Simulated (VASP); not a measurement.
# Ir (Fd-3m) in VASP: further runs

The runs below take Ir through relaxation of cell and atoms, single point, with PBE.

Program: VASP 6.6.1. These are calculated values, not measurements. Logs are shortened: lines on timing, memory, paths and dates and some standing lists are left out, and cuts for length are marked.

## (1) The cell of the first run

The structure is cubic, space group Fd-3m (No. 227). The conventional cell has a = 5.346 Å, b = 5.346 Å, c = 5.346 Å, α = 90.00°, β = 90.00°, γ = 90.00°. Ir (site symmetry -43m) has 4 Ir at 2.32 Å within 3.1 Å.

## (2) Relaxation of cell and atoms, PBE

The input, INCAR:

```
SYSTEM = Ir
ALGO = Normal ; EDIFF = 1E-7
EDIFFG = -0.01 ; ENCUT = 600
GGA = PE ; IBRION = 2
ISIF = 3 ; ISMEAR = -1
LASPH = .TRUE. ; LCHARG = .FALSE.
LREAL = .FALSE. ; LWAVE = .FALSE.
NELM = 60 ; NSW = 80
PREC = Accurate ; SIGMA = 0.1
```

The input, KPOINTS:

```
k-points
0
G
  10 10 10
  0 0 0
```

The input, POSCAR:

```
Ir
1.0
    0.0000000000      2.6731374252      2.6731374252
    2.6731374252      0.0000000000      2.6731374252
    2.6731374252      2.6731374252      0.0000000000
Ir
2
Direct
    0.1250000000      0.1250000000      0.1250000000
    0.8750000000      0.8750000000      0.8750000000
```

Potentials or basis: VASP PAW PBE potentials, release 64 (Ir).

Started as:

```console
$ cat potpaw_PBE.64/Ir/POTCAR > POTCAR
$ mpirun -np 1 vasp_std > vasp.out
```

OUTCAR:

```text
SYSTEM = Ir
   EDIFF = 1E-7
   EDIFFG = -0.01
   ENCUT = 600
   GGA = PE
   IBRION = 2
   ISIF = 3
   ISMEAR = -1
   LASPH = .TRUE.
   LREAL = .FALSE.
   NELM = 60
   NSW = 80
   PREC = Accurate

 ion  position               nearest neighbor table
   1  0.125  0.125  0.125-   2 2.32   2 2.32   2 2.32   2 2.32
   2  0.875  0.875  0.875-   1 2.32   1 2.32   1 2.32   1 2.32

  LATTYP: Found a face centered cubic cell.
 ALAT       =     5.3462748504

  Lattice vectors:

 A1 = (   0.0000000000,   2.6731374252,   2.6731374252)
 A2 = (   2.6731374252,   0.0000000000,   2.6731374252)
 A3 = (   2.6731374252,   2.6731374252,   0.0000000000)

Analysis of symmetry for initial positions (statically):
=====================================================================
 Subroutine PRICEL returns:
 Original cell was already a primitive cell.

 Routine SETGRP: Setting up the symmetry group for a
 face centered cubic supercell.

 Subroutine GETGRP returns: Found 48 space group operations
 (whereof 12 operations were pure point group operations)
 out of a pool of 48 trial point group operations.

The static configuration has the point symmetry D_3d.
 The point group associated with its full space group is O_h .

Analysis of symmetry for dynamics (positions and initial velocities):
=====================================================================
 Subroutine PRICEL returns:
 Original cell was already a primitive cell.

 Routine SETGRP: Setting up the symmetry group for a
 face centered cubic supercell.

 Subroutine GETGRP returns: Found 48 space group operations
 (whereof 12 operations were pure point group operations)
 out of a pool of 48 trial point group operations.

The dynamic configuration has the point symmetry D_3d.
 The point group associated with its full space group is O_h .

 Subroutine INISYM returns: Found 48 space group operations
 (whereof 12 operations are pure point group operations),
 and found     1 'primitive' translations

----------------------------------------------------------------------------------------

                                     Primitive cell

  volume of cell :      38.2027

  direct lattice vectors                    reciprocal lattice vectors
     0.000000000  2.673137425  2.673137425    -0.187046126  0.187046126  0.187046126
     2.673137425  0.000000000  2.673137425     0.187046126 -0.187046126  0.187046126
     2.673137425  2.673137425  0.000000000     0.187046126  0.187046126 -0.187046126

  length of vectors
     3.780387201  3.780387201  3.780387201     0.323973394  0.323973394  0.323973394

  position of ions in fractional coordinates (direct lattice)
     0.125000000  0.125000000  0.125000000
     0.875000000  0.875000000  0.875000000

  ion indices of the primitive-cell ions
   primitive index   ion index
                 1           1
                 2           2

----------------------------------------------------------------------------------------

 KPOINTS: k-points

Automatic generation of k-mesh.
 Grid dimensions read from file:
 generate k-points for:   10   10   10

 Generating k-lattice:

  Cartesian coordinates                     Fractional coordinates (reciprocal lattice)
    -0.018704613  0.018704613  0.018704613     0.100000000  0.000000000  0.000000000
     0.018704613 -0.018704613  0.018704613     0.000000000  0.100000000  0.000000000
     0.018704613  0.018704613 -0.018704613     0.000000000  0.000000000  0.100000000

  Length of vectors
     0.032397339  0.032397339  0.032397339

  Shift w.r.t. Gamma in fractional coordinates (k-lattice)
     0.000000000  0.000000000  0.000000000

 Subroutine IBZKPT returns following result:
 ===========================================

 Found     47 irreducible k-points:

 Following reciprocal coordinates:
            Coordinates               Weight
  0.000000  0.000000  0.000000      1.000000
  0.100000  0.000000  0.000000      8.000000
  0.200000  0.000000  0.000000      8.000000
  0.300000  0.000000  0.000000      8.000000
  0.400000  0.000000  0.000000      8.000000
  0.500000  0.000000  0.000000      4.000000
[... 16 lines left out ...]
  0.300000  0.300000  0.000000      6.000000
  0.400000  0.300000  0.000000     24.000000
 [... further k-points ...]
   k-points           NKPTS =     47   k-points in BZ     NKDIM =     47   number of bands    NBANDS=     13
   number of dos      NEDOS =    301   number of ions     NIONS =      2
   total plane-waves  NPLWV =  27000
   dimension x,y,z NGX =    30 NGY =   30 NGZ =   30
   dimension x,y,z NGXF=    60 NGYF=   60 NGZF=   60
   ions per type =               2
   NGX,Y,Z   is equivalent  to a cutoff of  13.19, 13.19, 13.19 a.u.
   NGXF,Y,Z  is equivalent  to a cutoff of  26.39, 26.39, 26.39 a.u.
 SYSTEM =  Ir
   PREC   = accura    normal or accurate (medium, high low for compatibility)
   ISTART =      0    job   : 0-new  1-cont  2-samecut
   ICHARG =      2    charge: 1-file 2-atom 10-const
   ISPIN  =      1    spin polarized calculation?
   LNONCOLLINEAR =      F non collinear calculations
   LSORBIT =      F    spin-orbit coupling
   LASPH  =      T    aspherical Exc in radial PAW
   ENCUT  =  600.0 eV  44.10 Ry    6.64 a.u.   7.55  7.55  7.55*2*pi/ulx,y,z
   NELM   =     60;   NELMIN=  2; NELMDL= -5     # of ELM steps
   EDIFF  = 0.1E-06   stopping-criterion for ELM
   LREAL  =      F    real-space projection
   EDIFFG = -.1E-01   stopping-criterion for IOM
   NSW    =     80    number of steps for IOM
   IBRION =      2    ionic relax: 0-MD 1-quasi-New 2-CG
   NFREE  =      1    steps in history (QN), initial steepest desc. (CG)
   ISIF   =      3    stress and relaxation
   ISYM   =      2    0-nonsym 1-usesym 2-fastsym
   POTIM  = 0.5000    time-step for ionic-motion
   TEBEG  =    0.0;   TEEND  =   0.0 temperature during run
   PSTRESS=    0.0 pullay stress
   NELECT =      18.0000    total number of electrons
   NUPDOWN=      -1.0000    fix difference up-down
   EMIN   =  10.00;   EMAX   =-10.00  energy-range for DOS
   EFERMI =   0.00;   METHOD = LEGACY
   ISMEAR =    -1;   SIGMA  =   0.10  broadening in eV -4-tet -1-fermi 0-gaus
   EFERMI_NEDOS =   21; number of points for ismear=-14 and -15
   IALGO  =     38    algorithm
   IMIX   =      4    mixing-type and parameters
     AMIX     =   0.40;   BMIX     =  1.00
     AMIX_MAG =   1.60;   BMIX_MAG =  1.00
  volume/ion in A,a.u.               =      19.10       128.90
  Fermi-wavevector in a.u.,A,eV,Ry     =   1.273897  2.407317 22.079726  1.622814
  Thomas-Fermi vector in A             =   2.406695
   LORBIT       =      0    0 simple, 1 ext, 2 COOP (PROOUT), +10 PAW based schemes
   GGA     = PE    functional components
   LHFCALC =     F    Hartree Fock is set to
   AEXX    =    0.0000 exact exchange contribution
   IVDW    =     0    specifies the selected vdW correction
   LEPSILON=     F    determine dielectric tensor
   LRPA    =     F    only Hartree local field effects (RPA)
 conjugate gradient relaxation of ions
 non-spin polarized calculation
  energy-cutoff  :      600.00
  volume of cell :       38.20
 maximum number of plane-waves:      1298
   NGX = 15   NGY = 15   NGZ = 15

--------------------------------------- Ionic step        1  -------------------------------------------

 number of electron      18.0000001 magnetization

 Free energy of the ion-electron system (eV)
  ---------------------------------------------------
  ext. energy  EPLUGINS =         0.00000000
  ---------------------------------------------------
  free energy    TOTEN  =       -15.33781455 eV

  energy without entropy =      -15.27820975  energy(sigma->0) =      -15.30801215

------------------------ aborting loop because EDIFF is reached ----------------------------------------

  FORCE on cell =-STRESS in cart. coord.  units (eV):
  Direction    XX          YY          ZZ          XY          YZ          ZX
  --------------------------------------------------------------------------------------
  -------------------------------------------------------------------------------------
  Total        7.0172809      7.0172809      7.0172809      0.0000000     -0.0000000     -0.0000000
  in kB      294.2968336    294.2968336    294.2968336      0.0000000     -0.0000000     -0.0000000
  external PRESSURE =     294.2968336 kB  Pullay stress =       0.0000000 kB
[... 21 lines left out ...]
  energy  without entropy=      -15.2782097549  energy(sigma->0) =      -15.30801215

--------------------------------------- Ionic step        2  -------------------------------------------

 number of electron      17.9999996 magnetization

 E-fermi :   1.7469     XC(G=0):  -9.3690

 val. band max:        1.7410029069   @ k =   0.5000   0.2000   0.1000
 cond. band min:       1.7628134042   @ k =  -0.4000   0.1000   0.0000
 fundamental gap:      0.0218104973
 Fermi energy:         1.7469173539

 k-point     1 :       0.0000    0.0000    0.0000
  band No.  band energies     occupation
      1      -3.9397      2.00000
      2      -1.2848      2.00000
      3      -1.2848      2.00000
      4      -1.2455      2.00000
      5      -1.2455      2.00000
      6      -1.2455      2.00000
      7       0.6993      1.99994
      8       0.6993      1.99994
      9       0.6993      1.99994
     10       2.0528      0.08964
     11       2.0528      0.08964
     12      10.5842      0.00000
     13      11.3488      0.00000
[... 473 lines left out ...]
  energy  without entropy=      -15.6689726626  energy(sigma->0) =      -15.70490547

--------------------------------------- Ionic step        5  -------------------------------------------

 number of electron      18.0000001 magnetization

 Free energy of the ion-electron system (eV)
  ---------------------------------------------------
  ext. energy  EPLUGINS =         0.00000000
  ---------------------------------------------------
  free energy    TOTEN  =       -15.74106753 eV

  energy without entropy =      -15.66951969  energy(sigma->0) =      -15.70529361

 E-fermi :   5.1936     XC(G=0): -11.1612

 val. band max:        5.0402279006   @ k =  -0.2000   0.2000   0.0000
 cond. band min:       5.2007517986   @ k =   0.5000   0.2000   0.1000
 fundamental gap:      0.1605238980
 Fermi energy:         5.1936265039

 k-point     1 :       0.0000    0.0000    0.0000
  band No.  band energies     occupation
      1      -2.7784      2.00000
      2       0.1645      2.00000
      3       0.1645      2.00000
      4       0.5510      2.00000
      5       0.5510      2.00000
      6       0.5510      2.00000
      7       3.4560      2.00000
      8       3.4560      2.00000
      9       3.4560      2.00000
     10       5.9737      0.00082
     11       5.9737      0.00082
     12      16.0417      0.00000
     13      16.1250      0.00000
[... 397 lines left out ...]
  FREE ENERGIE OF THE ION-ELECTRON SYSTEM (eV)
  ---------------------------------------------------
  free  energy   TOTEN  =       -15.7410675280 eV

  energy  without entropy=      -15.6695196946  energy(sigma->0) =      -15.70529361

 reached required accuracy - stopping structural energy minimisation
```

Wall time 47 s (1 thread of Intel Xeon 6975P-C (Granite Rapids), shared host); peak memory 0.19 GiB.

What came out:

| Item | Value |
| --- | --- |
| Free energy | -15.7411 eV |
| Relaxed volume | 21.57 Å³/atom |
| Relaxed cell | a = 3.937 Å, b = 3.937 Å, c = 3.937 Å, α = 60.00°, β = 60.00°, γ = 60.00° |
| Space group after relaxing (to 0.05 Å) | Fd-3m (No. 227) |
| Energy gained by relaxing | 201.6 meV/atom |
| Ionic steps | 5 |
| Pressure after relaxing | 0.0 GPa |
| Band gap on the k mesh | zero (band 9 reaches 6.16 eV, above the bottom of band 10 at 4.54 eV) |

Step by step:
| step | energy change (eV) | largest force (eV/Å) | pressure (GPa) | volume (Å³) |
| --- | --- | --- | --- | --- |
| 1 | 0.0000 | 0.0000 | 29.43 | 38.20 |
| 2 | 1.6709 | 0.0000 | -25.54 | 61.07 |
| 3 | -0.3961 | 0.0000 | -2.98 | 43.89 |
| 4 | -0.4030 | 0.0000 | -0.54 | 43.27 |
| 5 | -0.4033 | 0.0000 | 0.00 | 43.14 |

Final structure:
```cif
data_structure
_symmetry_space_group_name_H-M 'P 1'
_symmetry_Int_Tables_number 1
_cell_length_a 3.9367
_cell_length_b 3.9367
_cell_length_c 3.9367
_cell_angle_alpha 60.000
_cell_angle_beta 60.000
_cell_angle_gamma 60.000
_cell_volume 43.14
loop_
_atom_site_label
_atom_site_type_symbol
_atom_site_fract_x
_atom_site_fract_y
_atom_site_fract_z
_atom_site_occupancy
Ir1 Ir 0.12500 0.12500 0.12500 1
Ir2 Ir 0.87500 0.87500 0.87500 1
```

Caveat: spin-orbit coupling is left out, which moves the levels of the heavy elements.

## (3) Single point, PBE

This run uses another cell than the first one, of 21.60 Å³/atom, 1.131 times its volume.

The input, INCAR:

```
SYSTEM = Ir
  PREC = Accurate
  ENCUT = 520
  EDIFF = 1E-6
  ISMEAR = -1
  SIGMA = 0.1
  LREAL = .FALSE.
  LASPH = .TRUE.
  NELM = 100
  ALGO = Normal
  ISIF = 2
  LWAVE = .FALSE.
  LCHARG = .FALSE.
  GGA = PE
  NBANDS = 16
```

The input, KPOINTS:

```
Automatic mesh
0
G
  16 16 16
  0 0 0
```

The input, POSCAR:

```
Ir
1.0
    0.0000000000      2.7850764244      2.7850764244
    2.7850764244      0.0000000000      2.7850764244
    2.7850764244      2.7850764244      0.0000000000
Ir
2
Direct
    0.1250000000      0.1250000000      0.1250000000
    0.8750000000      0.8750000000      0.8750000000
```

Potentials or basis: VASP PAW PBE potentials, release 64 (Ir).

Started as:

```console
$ cat potpaw_PBE.64/Ir/POTCAR > POTCAR
$ mpirun -np 1 vasp_std > vasp.out
```

Run time: 37 s. Hardware: 1 thread of Intel Xeon 6975P-C (Granite Rapids), shared host; peak memory 0.23 GiB.

The run converged. Its results:

```yaml
Free_energy: -15.7410 eV
Pressure: -0.4 GPa
Band_gap_on_the_k_mesh: zero (band 9 reaches 6.22 eV, above the bottom of band 10 at 4.57 eV)
```

Levels at points of the mesh, in eV from the Fermi level:
```
           k point  band 7  band 8  band 9  band 10  band 11  band 12
(0.00, 0.00, 0.00)   -1.73   -1.73   -1.73     0.78     0.78    10.85
(0.50, 0.00, 0.00)   -1.91   -1.00   -1.00     0.25     0.25     1.44
(0.50, 0.50, 0.00)   -2.44   -2.44    0.57     0.57     1.96     1.96
```

Caveat: spin-orbit coupling is left out, which moves the levels of the heavy elements.
